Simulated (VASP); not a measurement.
# Al32H (a cell with a defect) in VASP: further runs

The runs below take Al32H (a cell with a defect) through single point, with PBE+D3(BJ).

Program: VASP 6.6.1. These are calculated values, not measurements. Logs are shortened: lines on timing, memory, paths and dates and some standing lists are left out, and cuts for length are marked.

**1. The cell of the first run**

The cell holds a defect, 33 atoms: a = 8.100 Å, b = 8.100 Å, c = 8.100 Å, α = 90.00°, β = 90.00°, γ = 90.00°.

**2. Single point, PBE+D3(BJ)**

Contents of INCAR:

```
ALGO     = Normal         # electronic algorithm
EDIFF    = 1E-7           # SCF threshold, eV
ENCUT    = 520            # plane-wave cutoff, eV
GGA      = PE             # functional
ISIF     = 2              # what is computed and relaxed
ISMEAR   = -1             # smearing method
IVDW     = 12             # dispersion correction
LASPH    = T              # aspherical terms in the spheres
LCHARG   = T              # write CHGCAR
LELF     = T              # ELF
LREAL    = Auto         
LVHAR    = T            
LWAVE    = F              # write WAVECAR
NBANDS   = 70             # bands
NELM     = 100            # most SCF steps
PREC     = Accurate       # precision mode
SIGMA    = 0.15           # smearing width, eV
```

Contents of KPOINTS:

```
k-points
0
Gamma
  3 3 3
```

Contents of POSCAR:

```
Al32H
1.0
    8.1000000000      0.0000000000      0.0000000000
    0.0000000000      8.1000000000      0.0000000000
    0.0000000000      0.0000000000      8.1000000000
Al H
32 1
Direct
    0.5003460249      0.0002084389      0.0003878069
    0.7499678664      0.2498945537     -0.0056596973
    0.7499746708     -0.0062498889      0.2499911357
   -0.0005021909      0.0002193784      0.0004123218
    0.2499101688      0.2498549278     -0.0014635249
    0.5003792204      0.4993287081      0.0004311822
    0.7499529477      0.7497386835     -0.0014851402
    0.2499194789     -0.0015564266      0.2499848581
    0.4941970623      0.2498986245      0.2499892141
    0.7499640326      0.5050733459      0.2499872957
    0.5003547368      0.0002135542      0.4995564892
    0.7499664749      0.2498907263      0.5055098277
    0.7499573398     -0.0015538879      0.7499711810
   -0.0005390086      0.4993141985      0.0004269876
    0.2499396260      0.7498200836     -0.0009925809
    0.0053858976      0.2498880188      0.2499878229
    0.2499000570      0.5012778927      0.2499811322
    0.4984897455      0.7497451543      0.2499836976
   -0.0005113601      0.0002208396      0.4995315154
    0.2499076682      0.2498512144      0.5014311430
    0.5003776601      0.4993222478      0.4995117514
    0.7499516376      0.7497317285      0.5014536971
    0.2499372178     -0.0011237104      0.7499775822
    0.4985133734      0.2498582135      0.7499686728
    0.7499469602      0.5012744107      0.7499641946
    0.0014218174      0.7497258120      0.2499823879
   -0.0005375935      0.4993117031      0.4995158009
    0.2499403140      0.7498219632      0.5009622826
    0.0013952547      0.2498478605      0.7499661696
    0.2499424565      0.5008634433      0.7499794763
    0.4989781957      0.7498183706      0.7499782238
    0.0009366321      0.7498235740      0.7499789114
    0.7490943150      0.2474177434      0.2496744817
```

Potentials or basis: VASP PAW PBE potentials, release 64 (Al, H).

Started as:

```console
> cat potpaw_PBE.64/Al/POTCAR potpaw_PBE.64/H/POTCAR > POTCAR
> mpirun -np 1 vasp_std > vasp.out
```

OUTCAR:

```text
EDIFF = 1E-7
   ENCUT = 520
   GGA = PE
   ISIF = 2
   ISMEAR = -1
   IVDW = 12
   LASPH = T
   LREAL = Auto
   NELM = 100
   PREC = Accurate
 IVDW          = 12

 ion  position               nearest neighbor table
   1  0.500  0.000  0.000-   3 2.86   9 2.86   2 2.86   8 2.86  13 2.86  18 2.86  24 2.86   7 2.86
                             5 2.86  15 2.87  31 2.87  23 2.87
   2  0.750  0.250  0.994-  33 2.07  25 2.84  29 2.84  13 2.84  24 2.84  14 2.86   6 2.86   4 2.86
                             1 2.86  10 2.93  16 2.93   9 2.93   3 2.93
   3  0.750  0.994  0.250-  33 2.05  26 2.84  22 2.84   7 2.84  18 2.84  19 2.86   4 2.86  11 2.86
                             1 2.86  16 2.93  12 2.93   2 2.93   9 2.93
   4  0.999  0.000  0.000-   3 2.86   2 2.86  16 2.86  13 2.86   8 2.86   7 2.86   5 2.86  26 2.86
                            29 2.86  32 2.87  15 2.87  23 2.87
   5  0.250  0.250  0.999-   9 2.84  16 2.84  29 2.85  24 2.85  23 2.86  30 2.86  14 2.86   6 2.86
                             4 2.86   1 2.86   8 2.88  17 2.88
   6  0.500  0.499  0.000-   9 2.86   2 2.86  10 2.86  24 2.86   5 2.86  18 2.86   7 2.86  17 2.86
                            25 2.86  30 2.87  15 2.87  31 2.87
   7  0.750  0.750  0.999-   3 2.84  10 2.84  25 2.85  13 2.85  31 2.86  32 2.86  14 2.86   6 2.86
                             4 2.86   1 2.86  18 2.88  26 2.88
   8  0.250  0.998  0.250-   9 2.84  16 2.84  26 2.85  18 2.85  28 2.86  15 2.86  19 2.86   4 2.86
                            11 2.86   1 2.86  20 2.88   5 2.88
   9  0.494  0.250  0.250-  33 2.06  17 2.84  20 2.84   8 2.84   5 2.84  21 2.86   6 2.86  11 2.86
[... 32 lines left out ...]
                            21 2.86   6 2.86  24 2.88  29 2.88
  26  0.001  0.750  0.250-   3 2.84  10 2.84  17 2.85   8 2.85  15 2.86  28 2.86  27 2.86  14 2.86
                            19 2.86   4 2.86   7 2.88  22 2.88
  27  0.999  0.499  0.500-  12 2.86  16 2.86  10 2.86  20 2.86  29 2.86  22 2.86  26 2.86  25 2.86
                            17 2.86  30 2.87  32 2.87  28 2.87
  28  0.250  0.750  0.501-  30 2.85  32 2.85  31 2.85  23 2.85  26 2.86  17 2.86  18 2.86   8 2.86
                            11 2.87  19 2.87  21 2.87  27 2.87
  29  0.001  0.250  0.750-   2 2.84  12 2.84  20 2.85   5 2.85  23 2.86  30 2.86  27 2.86  14 2.86
                            19 2.86   4 2.86  13 2.88  25 2.88
  30  0.250  0.501  0.750-  32 2.85  28 2.85  15 2.85  31 2.85  20 2.86  29 2.86   5 2.86  24 2.86
                             6 2.87  21 2.87  14 2.87  27 2.87
  31  0.499  0.750  0.750-  30 2.85  28 2.85  15 2.85  23 2.85  22 2.86   7 2.86  25 2.86  13 2.86
                             1 2.87  11 2.87   6 2.87  21 2.87
  32  0.001  0.750  0.750-  30 2.85  28 2.85  15 2.85  23 2.85  22 2.86   7 2.86  25 2.86  13 2.86
                             4 2.87  19 2.87  14 2.87  27 2.87
  33  0.749  0.247  0.250-   3 2.05   9 2.06   2 2.07  12 2.07  16 2.08  10 2.09

  LATTYP: Found a simple cubic cell.
 ALAT       =     8.1000000000

  Lattice vectors:

 A1 = (   8.1000000000,   0.0000000000,   0.0000000000)
 A2 = (   0.0000000000,   8.1000000000,   0.0000000000)
 A3 = (   0.0000000000,   0.0000000000,   8.1000000000)

Analysis of symmetry for initial positions (statically):
=====================================================================
 Subroutine PRICEL returns:
 Original cell was already a primitive cell.

 Routine SETGRP: Setting up the symmetry group for a
 simple cubic supercell.

 Subroutine GETGRP returns: Found  1 space group operations
 (whereof  1 operations were pure point group operations)
 out of a pool of 48 trial point group operations.

The static configuration has the point symmetry C_1 .

Analysis of symmetry for dynamics (positions and initial velocities):
=====================================================================
 Subroutine PRICEL returns:
 Original cell was already a primitive cell.

 Routine SETGRP: Setting up the symmetry group for a
 simple cubic supercell.

 Subroutine GETGRP returns: Found  1 space group operations
 (whereof  1 operations were pure point group operations)
 out of a pool of 48 trial point group operations.

The dynamic configuration has the point symmetry C_1 .

 Subroutine INISYM returns: Found  1 space group operations
 (whereof  1 operations are pure point group operations),
 and found     1 'primitive' translations

----------------------------------------------------------------------------------------

                                     Primitive cell

  volume of cell :     531.4410

  direct lattice vectors                    reciprocal lattice vectors
     8.100000000  0.000000000  0.000000000     0.123456790  0.000000000  0.000000000
     0.000000000  8.100000000  0.000000000     0.000000000  0.123456790  0.000000000
     0.000000000  0.000000000  8.100000000     0.000000000  0.000000000  0.123456790
[... 92 lines left out ...]

  Shift w.r.t. Gamma in fractional coordinates (k-lattice)
     0.000000000  0.000000000  0.000000000

 Subroutine IBZKPT returns following result:
 ===========================================

 Found     14 irreducible k-points:

 Following reciprocal coordinates:
            Coordinates               Weight
  0.000000  0.000000  0.000000      1.000000
  0.333333  0.000000  0.000000      2.000000
  0.000000  0.333333  0.000000      2.000000
  0.000000  0.000000  0.333333      2.000000
  0.333333  0.333333  0.000000      2.000000
  0.000000  0.333333  0.333333      2.000000
  0.333333  0.000000  0.333333      2.000000
 -0.333333  0.333333  0.000000      2.000000
 -0.333333  0.000000  0.333333      2.000000
  0.000000 -0.333333  0.333333      2.000000
  0.333333  0.333333  0.333333      2.000000
 -0.333333  0.333333  0.333333      2.000000
 -0.333333 -0.333333  0.333333      2.000000
  0.333333 -0.333333  0.333333      2.000000
   k-points           NKPTS =     14   k-points in BZ     NKDIM =     14   number of bands    NBANDS=     70
   number of dos      NEDOS =    301   number of ions     NIONS =     33
   total plane-waves  NPLWV = 216000
   dimension x,y,z NGX =    60 NGY =   60 NGZ =   60
   dimension x,y,z NGXF=   120 NGYF=  120 NGZF=  120
   ions per type =              32   1
   NGX,Y,Z   is equivalent  to a cutoff of  12.31, 12.31, 12.31 a.u.
   NGXF,Y,Z  is equivalent  to a cutoff of  24.63, 24.63, 24.63 a.u.
 SYSTEM =  unknown system
   PREC   = accura    normal or accurate (medium, high low for compatibility)
   ISTART =      0    job   : 0-new  1-cont  2-samecut
   ICHARG =      2    charge: 1-file 2-atom 10-const
   ISPIN  =      1    spin polarized calculation?
   LNONCOLLINEAR =      F non collinear calculations
   LSORBIT =      F    spin-orbit coupling
   LASPH  =      T    aspherical Exc in radial PAW
   ENCUT  =  520.0 eV  38.22 Ry    6.18 a.u.  15.06 15.06 15.06*2*pi/ulx,y,z
   NELM   =    100;   NELMIN=  2; NELMDL= -5     # of ELM steps
   EDIFF  = 0.1E-06   stopping-criterion for ELM
   LREAL  =      T    real-space projection
   EDIFFG = 0.1E-05   stopping-criterion for IOM
   NSW    =      0    number of steps for IOM
   IBRION =     -1    ionic relax: 0-MD 1-quasi-New 2-CG
   NFREE  =      0    steps in history (QN), initial steepest desc. (CG)
   ISIF   =      2    stress and relaxation
   ISYM   =      2    0-nonsym 1-usesym 2-fastsym
   POTIM  = 0.5000    time-step for ionic-motion
   TEBEG  =    0.0;   TEEND  =   0.0 temperature during run
   PSTRESS=    0.0 pullay stress
   NELECT =      97.0000    total number of electrons
   NUPDOWN=      -1.0000    fix difference up-down
   EMIN   =  10.00;   EMAX   =-10.00  energy-range for DOS
   EFERMI =   0.00;   METHOD = LEGACY
   ISMEAR =    -1;   SIGMA  =   0.15  broadening in eV -4-tet -1-fermi 0-gaus
   EFERMI_NEDOS =   21; number of points for ismear=-14 and -15
   IALGO  =     38    algorithm
   IMIX   =      4    mixing-type and parameters
     AMIX     =   0.40;   BMIX     =  1.00
     AMIX_MAG =   1.60;   BMIX_MAG =  1.00
  volume/ion in A,a.u.               =      16.10       108.68
  Fermi-wavevector in a.u.,A,eV,Ry     =   0.928639  1.754874 11.733269  0.862371
  Thomas-Fermi vector in A             =   2.054837
   LORBIT       =      0    0 simple, 1 ext, 2 COOP (PROOUT), +10 PAW based schemes
   GGA     = PE    functional components
   LHFCALC =     F    Hartree Fock is set to
   AEXX    =    0.0000 exact exchange contribution
   IVDW    =    12    specifies the selected vdW correction
   LEPSILON=     F    determine dielectric tensor
   LRPA    =     F    only Hartree local field effects (RPA)
 non-spin polarized calculation
  energy-cutoff  :      520.00
  volume of cell :      531.44
 maximum number of plane-waves:     14358
   NGX = 31   NGY = 31   NGZ = 31

 number of electron      96.9999999 magnetization

 Free energy of the ion-electron system (eV)
  ---------------------------------------------------
  ext. energy  EPLUGINS =         0.00000000
  ---------------------------------------------------
  free energy    TOTEN  =      -123.55677434 eV

  energy without entropy =     -122.85045611  energy(sigma->0) =     -123.20361522

 E-fermi :   7.9076     XC(G=0): -10.1961

 val. band max:        7.7210785767   @ k =   0.3333  -0.3333   0.3333
 cond. band min:       7.9931302791   @ k =   0.0000   0.0000   0.3333
 fundamental gap:      0.2720517023
 Fermi energy:         7.9075818423

 k-point     1 :       0.0000    0.0000    0.0000
  band No.  band energies     occupation
      1      -3.2861      2.00000
      2      -1.6590      2.00000
      3      -0.9194      2.00000
      4      -0.9194      2.00000
      5      -0.8957      2.00000
      6      -0.8957      2.00000
[... 871 lines left out ...]
     59       9.7696      0.00001
     60       9.7697      0.00001
 [bands above 60 left out]

------------------------ aborting loop because EDIFF is reached ----------------------------------------

 Edisp (eV)  -10.83339

 E8    (eV) :    -4.8238

  FORCE on cell =-STRESS in cart. coord.  units (eV):
  Direction    XX          YY          ZZ          XY          YZ          ZX
  --------------------------------------------------------------------------------------
  -------------------------------------------------------------------------------------
  Total     -11.24426   -11.24982   -11.24503    -0.00296    -0.00094    -0.00040
  in kB     -33.89897   -33.91574   -33.90129    -0.00894    -0.00285    -0.00120
  external pressure =      -33.91 kB  Pullay stress =        0.00 kB

 VOLUME and BASIS-vectors are now :
 -----------------------------------------------------------------------------
  energy-cutoff  :      520.00
  volume of cell :      531.44
      direct lattice vectors                 reciprocal lattice vectors
     8.100000000  0.000000000  0.000000000     0.123456790  0.000000000  0.000000000
     0.000000000  8.100000000  0.000000000     0.000000000  0.123456790  0.000000000
     0.000000000  0.000000000  8.100000000     0.000000000  0.000000000  0.123456790

 POSITION                                       TOTAL-FORCE (eV/Angst)
 -----------------------------------------------------------------------------------
      4.05280      0.00169      0.00314         0.002829      0.001827      0.002530
      6.07474      2.02415      8.05416        -0.001440     -0.002620      0.000638
      6.07479      8.04938      2.02493        -0.001106      0.004038     -0.000480
      8.09593      0.00178      0.00334        -0.002193      0.001607      0.001593
      2.02427      2.02382      8.08815         0.000197      0.000907     -0.006669
      4.05307      4.04456      0.00349         0.001017     -0.002719      0.001420
[... 25 lines left out ...]
      0.00759      6.07357      6.07483         0.005524     -0.002023     -0.000231
      6.06766      2.00408      2.02236         0.001602      0.004654      0.000522
 -----------------------------------------------------------------------------------
    total drift:                               -0.009033     -0.023981     -0.000751

  FREE ENERGIE OF THE ION-ELECTRON SYSTEM (eV)
  ---------------------------------------------------
  free  energy   TOTEN  =      -134.3901622832 eV

  energy  without entropy=     -133.6838440552  energy(sigma->0) =     -134.03700317
```

Wall time 12 min (1 thread of AMD EPYC 7R13 (Zen 3), shared host); peak memory 0.62 GiB.

What came out:

```
Free energy                : -134.3902 eV
Pressure                   : -3.4 GPa
Largest force              : 0.007 eV/Å
Band gap on the k mesh     : zero (an odd number of electrons rules out a gap without spin polarisation)
Dispersion energy per atom : -0.328 eV
```

Forces on the atoms (eV/Å):
```
Al   0.003  0.002  0.003
Al  -0.001 -0.003  0.001
Al  -0.001  0.004  0.000
Al  -0.002  0.002  0.002
Al   0.000  0.001 -0.007
Al   0.001 -0.003  0.001
Al   0.000 -0.001 -0.005
Al   0.000 -0.006  0.000
Al   0.002 -0.004  0.000
Al  -0.001  0.007  0.000
Al   0.003  0.002 -0.003
Al  -0.001 -0.002  0.002
Al   0.000 -0.006  0.000
Al  -0.001 -0.002  0.002
Al  -0.001 -0.001 -0.006
Al   0.001 -0.002  0.000
Al   0.000  0.006  0.000
Al  -0.005  0.000  0.000
Al  -0.002  0.002 -0.002
Al   0.000  0.001  0.007
Al   0.002 -0.002 -0.002
Al   0.000 -0.001  0.005
Al   0.000 -0.007  0.000
Al  -0.006  0.001  0.000
Al   0.001  0.007  0.000
Al   0.005 -0.001  0.000
Al  -0.001 -0.002 -0.001
Al  -0.001 -0.001  0.006
Al   0.007  0.001  0.000
Al  -0.001  0.006 -0.001
Al  -0.007 -0.001  0.000
Al   0.006 -0.002  0.000
H    0.002  0.005  0.001
```

[end of part 1 of 2]

The gap in the log of VASP goes by the Fermi energy; the results here count the filled bands.